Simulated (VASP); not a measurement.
# Li5Cl3 (Im-3m) in VASP: a series of runs

Runs on Li5Cl3. Level: PBE. Tasks: single point.

Everything below comes from runs of VASP 6.6.1. Logs are shortened: lines on timing, memory, paths and dates and some standing lists are left out, and cuts for length are marked.

### 1 The cell of the first run

The structure is cubic, space group Im-3m (No. 229). Conventional cell: a = 6.517 Å, b = 6.517 Å, c = 6.517 Å, α = 90.00°, β = 90.00°, γ = 90.00°. Within 3.7 Å of Li (site symmetry -3m) lie 8 Li at 2.82 to 3.26 Å and 6 Cl at 2.82 Å. Within 3.7 Å of Li (site symmetry m-3m) lie 8 Li at 2.82 Å and 6 Cl at 3.26 Å. Cl (site symmetry 4/mmm) has 10 Li at 2.82 to 3.26 Å and 4 Cl at 3.26 Å within 3.7 Å.

The cell was generated, and may not be a known phase.

### 2 Single point, PBE

Input file INCAR:

```
SYSTEM = Li5Cl3
  PREC = Accurate
  ENCUT = 520
  EDIFF = 1E-7
  ISMEAR = 0
  SIGMA = 0.1
  LREAL = .FALSE.
  LASPH = .TRUE.
  NELM = 100
  ALGO = Normal
  ISIF = 2
  LWAVE = .FALSE.
  LCHARG = .TRUE.
  GGA = PE
  LELF = .TRUE.
  LVHAR = .TRUE.
  NBANDS = 28
```

Input file KPOINTS:

```
regular mesh
0
G
  4 4 4
  0 0 0
```

Input file POSCAR:

```
Li5Cl3
1.0
   -3.2586610500      3.2586610500      3.2586610500
    3.2586610500     -3.2586610500      3.2586610500
    3.2586610500      3.2586610500     -3.2586610500
Li Cl
5 3
Direct
    0.5000000000      0.5000000000      0.5000000000
    0.0000000000      0.0000000000      0.5000000000
    0.0000000000      0.5000000000      0.0000000000
    0.5000000000      0.0000000000      0.0000000000
    0.0000000000      0.0000000000      0.0000000000
    0.0000000000      0.5000000000      0.5000000000
    0.5000000000      0.0000000000      0.5000000000
    0.5000000000      0.5000000000      0.0000000000
```

Potentials or basis: VASP PAW PBE potentials, release 64 (Li_sv, Cl).

Run with:

```console
> cat potpaw_PBE.64/Li_sv/POTCAR potpaw_PBE.64/Cl/POTCAR > POTCAR
> mpirun -np 1 vasp_std > vasp.out
```

OUTCAR:

```text
SYSTEM = Li5Cl3
   PREC = Accurate
   ENCUT = 520
   EDIFF = 1E-7
   ISMEAR = 0
   LREAL = .FALSE.
   LASPH = .TRUE.
   NELM = 100
   ISIF = 2
   GGA = PE

 ion  position               nearest neighbor table
   1  0.500  0.500  0.500-
   2  0.000  0.000  0.500-
   3  0.000  0.500  0.000-
   4  0.500  0.000  0.000-
   5  0.000  0.000  0.000-
   6  0.000  0.500  0.500-
   7  0.500  0.000  0.500-
   8  0.500  0.500  0.000-

  LATTYP: Found a body centered cubic cell.
 ALAT       =     6.5173221000

  Lattice vectors:

 A1 = (  -3.2586610500,   3.2586610500,   3.2586610500)
 A2 = (   3.2586610500,  -3.2586610500,   3.2586610500)
 A3 = (   3.2586610500,   3.2586610500,  -3.2586610500)

Analysis of symmetry for initial positions (statically):
=====================================================================
 Subroutine PRICEL returns:
 Original cell was already a primitive cell.

 Routine SETGRP: Setting up the symmetry group for a
 body centered cubic supercell.

 Subroutine GETGRP returns: Found 48 space group operations
 (whereof 48 operations were pure point group operations)
 out of a pool of 48 trial point group operations.

The static configuration has the point symmetry O_h .

Analysis of symmetry for dynamics (positions and initial velocities):
=====================================================================
 Subroutine PRICEL returns:
 Original cell was already a primitive cell.

 Routine SETGRP: Setting up the symmetry group for a
 body centered cubic supercell.

 Subroutine GETGRP returns: Found 48 space group operations
 (whereof 48 operations were pure point group operations)
 out of a pool of 48 trial point group operations.

The dynamic configuration has the point symmetry O_h .

 Subroutine INISYM returns: Found 48 space group operations
 (whereof 48 operations are pure point group operations),
 and found     1 'primitive' translations

----------------------------------------------------------------------------------------

                                     Primitive cell

  volume of cell :     138.4132
[... 83 lines left out ...]
   NELM   =    100;   NELMIN=  2; NELMDL= -5     # of ELM steps
   EDIFF  = 0.1E-06   stopping-criterion for ELM
   LREAL  =      F    real-space projection
   EDIFFG = 0.1E-05   stopping-criterion for IOM
   NSW    =      0    number of steps for IOM
   IBRION =     -1    ionic relax: 0-MD 1-quasi-New 2-CG
   NFREE  =      0    steps in history (QN), initial steepest desc. (CG)
   ISIF   =      2    stress and relaxation
   ISYM   =      2    0-nonsym 1-usesym 2-fastsym
   POTIM  = 0.5000    time-step for ionic-motion
   TEBEG  =    0.0;   TEEND  =   0.0 temperature during run
   PSTRESS=    0.0 pullay stress
   NELECT =      36.0000    total number of electrons
   NUPDOWN=      -1.0000    fix difference up-down
   EMIN   =  10.00;   EMAX   =-10.00  energy-range for DOS
   EFERMI =   0.00;   METHOD = LEGACY
   ISMEAR =     0;   SIGMA  =   0.10  broadening in eV -4-tet -1-fermi 0-gaus
   EFERMI_NEDOS =   21; number of points for ismear=-14 and -15
   IALGO  =     38    algorithm
   IMIX   =      4    mixing-type and parameters
     AMIX     =   0.40;   BMIX     =  1.00
     AMIX_MAG =   1.60;   BMIX_MAG =  1.00
  volume/ion in A,a.u.               =      17.30       116.76
  Fermi-wavevector in a.u.,A,eV,Ry     =   1.045000  1.974765 14.857915  1.092026
  Thomas-Fermi vector in A             =   2.179777
   LORBIT       =      0    0 simple, 1 ext, 2 COOP (PROOUT), +10 PAW based schemes
   GGA     = PE    functional components
   LHFCALC =     F    Hartree Fock is set to
   AEXX    =    0.0000 exact exchange contribution
   IVDW    =     0    specifies the selected vdW correction
   LEPSILON=     F    determine dielectric tensor
   LRPA    =     F    only Hartree local field effects (RPA)
 non-spin polarized calculation
 Gauss-broadening in eV      SIGMA  =   0.10
  energy-cutoff  :      520.00
  volume of cell :      138.41
 maximum number of plane-waves:      3784
 NGX is ok and might be reduce to    42
   NGX = 21   NGY = 21   NGZ = 21

 number of electron      35.9999964 magnetization

 Free energy of the ion-electron system (eV)
  ---------------------------------------------------
  ext. energy  EPLUGINS =         0.00000000
  ---------------------------------------------------
  free energy    TOTEN  =       -22.18153489 eV

  energy without entropy =      -22.17431881  energy(sigma->0) =      -22.17792685

 E-fermi :   4.6906     XC(G=0):  -8.4126

 val. band max:        4.5368365458   @ k =   0.5000   0.0000   0.0000
 cond. band min:       4.7361313869   @ k =   0.2500   0.2500   0.2500
 fundamental gap:      0.1992948411
 Fermi energy:         4.6906102532

 k-point     1 :       0.0000    0.0000    0.0000
  band No.  band energies     occupation
      1     -43.9538      2.00000
      2     -43.9480      2.00000
      3     -43.9480      2.00000
      4     -43.9480      2.00000
      5     -42.8199      2.00000
      6     -13.2494      2.00000
[... 237 lines left out ...]
     27      11.1679      0.00000
     28      11.1679      0.00000

------------------------ aborting loop because EDIFF is reached ----------------------------------------

  FORCE on cell =-STRESS in cart. coord.  units (eV):
  Direction    XX          YY          ZZ          XY          YZ          ZX
  --------------------------------------------------------------------------------------
  -------------------------------------------------------------------------------------
  Total        1.9792527      1.9792527      1.9792527      0.0000000     -0.0000000      0.0000000
  in kB       22.9104847     22.9104847     22.9104847      0.0000000     -0.0000000      0.0000000
  external PRESSURE =      22.9104847 kB  Pullay stress =       0.0000000 kB

 VOLUME and BASIS-vectors are now :
 -----------------------------------------------------------------------------
  energy-cutoff  :      520.00
  volume of cell :      138.41
      direct lattice vectors                 reciprocal lattice vectors
    -3.258661050  3.258661050  3.258661050     0.000000000  0.153437253  0.153437253
     3.258661050 -3.258661050  3.258661050     0.153437253  0.000000000  0.153437253
     3.258661050  3.258661050 -3.258661050     0.153437253  0.153437253  0.000000000

 POSITION                                       TOTAL-FORCE (eV/Angst)
 -----------------------------------------------------------------------------------
      1.62933      1.62933      1.62933        -0.000000      0.000000     -0.000000
      1.62933      1.62933     -1.62933         0.000000     -0.000000      0.000000
      1.62933     -1.62933      1.62933        -0.000000     -0.000000     -0.000000
     -1.62933      1.62933      1.62933         0.000000      0.000000      0.000000
      0.00000      0.00000      0.00000        -0.000000     -0.000000     -0.000000
      3.25866      0.00000      0.00000         0.000000      0.000000     -0.000000
      0.00000      3.25866      0.00000        -0.000000     -0.000000      0.000000
      0.00000      0.00000      3.25866         0.000000      0.000000     -0.000000
 -----------------------------------------------------------------------------------
    total drift:                               -0.000000     -0.000000      0.000000

  FREE ENERGIE OF THE ION-ELECTRON SYSTEM (eV)
  ---------------------------------------------------
  free  energy   TOTEN  =       -22.1815348935 eV

  energy  without entropy=      -22.1743188076  energy(sigma->0) =      -22.17792685
```

OSZICAR:

```text
N       E                     dE             d eps       ncg     rms          rms(c)
DAV:   1     0.251956505880E+03    0.25196E+03   -0.14754E+04   448   0.127E+03
DAV:   2     0.119660260215E+02   -0.23999E+03   -0.22754E+03   600   0.292E+02
DAV:   3    -0.191911500990E+02   -0.31157E+02   -0.30959E+02   692   0.827E+01
DAV:   4    -0.221223735507E+02   -0.29312E+01   -0.29020E+01   732   0.265E+01
DAV:   5    -0.223473043301E+02   -0.22493E+00   -0.22479E+00   624   0.534E+00    0.102E+01
DAV:   6    -0.221903729941E+02    0.15693E+00   -0.28530E-01   612   0.265E+00    0.606E+00
DAV:   7    -0.221812392111E+02    0.91338E-02   -0.14759E-01   692   0.197E+00    0.125E+00
DAV:   8    -0.221812728044E+02   -0.33593E-04   -0.59754E-02   676   0.997E-01    0.233E-01
DAV:   9    -0.221814202458E+02   -0.14744E-03   -0.39396E-03   608   0.250E-01    0.121E-01
DAV:  10    -0.221815307221E+02   -0.11048E-03   -0.55039E-04   620   0.122E-01    0.231E-02
DAV:  11    -0.221815341368E+02   -0.34147E-05   -0.30436E-05   724   0.282E-02    0.134E-02
DAV:  12    -0.221815355859E+02   -0.14491E-05   -0.25116E-06   612   0.809E-03    0.606E-03
DAV:  13    -0.221815348894E+02    0.69653E-06   -0.87287E-07   628   0.432E-03    0.287E-03
DAV:  14    -0.221815348935E+02   -0.41114E-08   -0.22441E-08   332   0.892E-04
   1 F= -.22181535E+02 E0= -.22177927E+02  d E =-.721609E-02
```

stdout:

```text
POSCAR found type information on POSCAR LiCl
 POSCAR found :  2 types and       8 ions
 scaLAPACK will be used
 LDA part: xc-table for (Slater+PW92), standard interpolation
 POSCAR, INCAR and KPOINTS ok, starting setup
 FFT: planning ... GRIDC
 FFT: planning ... GRID_SOFT
 FFT: planning ... GRID
 WAVECAR not read
 entering main loop
```

Run time: 18 s. Hardware: 1 thread of AMD EPYC 9R45 (Zen 5), shared host; peak memory 0.22 GiB.

Results:

```yaml
Free_energy: -22.1815 eV
Band_gap_on_the_k_mesh: zero (filled and empty bands touch)
```

Caveat: the cutoff is under 1.25 times the usual one of these potentials, so pressure, stress and relaxed cells hold a basis-set (Pulay) error.

### 3 Single point, PBE

This run uses another cell than the first one, of 19.20 Å³/atom.

Input file INCAR:

```
ALGO = Normal ; EDIFF = 1E-6
ENCUT = 520 ; GGA = PE
ISIF = 2 ; ISMEAR = 0
LASPH = True ; LCHARG = False
LREAL = False ; LWAVE = False
NBANDS = 28 ; NELM = 60
PREC = Accurate ; SIGMA = 0.1
```

Input file KPOINTS:

```
k-points
0
Gamma
  4 4 4
```

POSCAR, as its differences from that of step 2:

```diff
@@ -2,5 +2,5 @@
 1.0
-   -3.2586610500      3.2586610500      3.2586610500
-    3.2586610500     -3.2586610500      3.2586610500
-    3.2586610500      3.2586610500     -3.2586610500
+   -3.3734515041      3.3734515041      3.3734515041
+    3.3734515041     -3.3734515041      3.3734515041
+    3.3734515041      3.3734515041     -3.3734515041
 Li Cl
```

Potentials or basis: VASP PAW PBE potentials, release 64 (Li_sv, Cl).

Run with:

```console
> cat potpaw_PBE.64/Li_sv/POTCAR potpaw_PBE.64/Cl/POTCAR > POTCAR
> mpirun -np 1 vasp_std > vasp.out
```

Wall time 24 s (1 thread of AMD EPYC 9R45 (Zen 5), shared host); peak memory 0.28 GiB.

The run converged. Its results:

```yaml
Free_energy: -22.2817 eV
Band_gap_on_the_k_mesh: zero (filled and empty bands touch)
```

Levels at points of the mesh, in eV from the Fermi level:
| k point | band 16 | band 17 | band 18 | band 19 | band 20 | band 21 |
| --- | --- | --- | --- | --- | --- | --- |
| (0.00, 0.00, 0.00) | -4.16 | -4.16 | -2.01 | 1.63 | 1.63 | 1.63 |
| (0.50, 0.00, 0.00) | -5.16 | -4.14 | -0.33 | 0.13 | 0.18 | 1.10 |
| (0.50, 0.50, 0.50) | -4.10 | -4.10 | -1.83 | 1.70 | 1.70 | 1.70 |

Caveat: the cutoff is under 1.25 times the usual one of these potentials, so pressure, stress and relaxed cells hold a basis-set (Pulay) error.

(Continued in part 2 of 2.)

The gap in the log of VASP goes by the Fermi energy; the results here count the filled bands.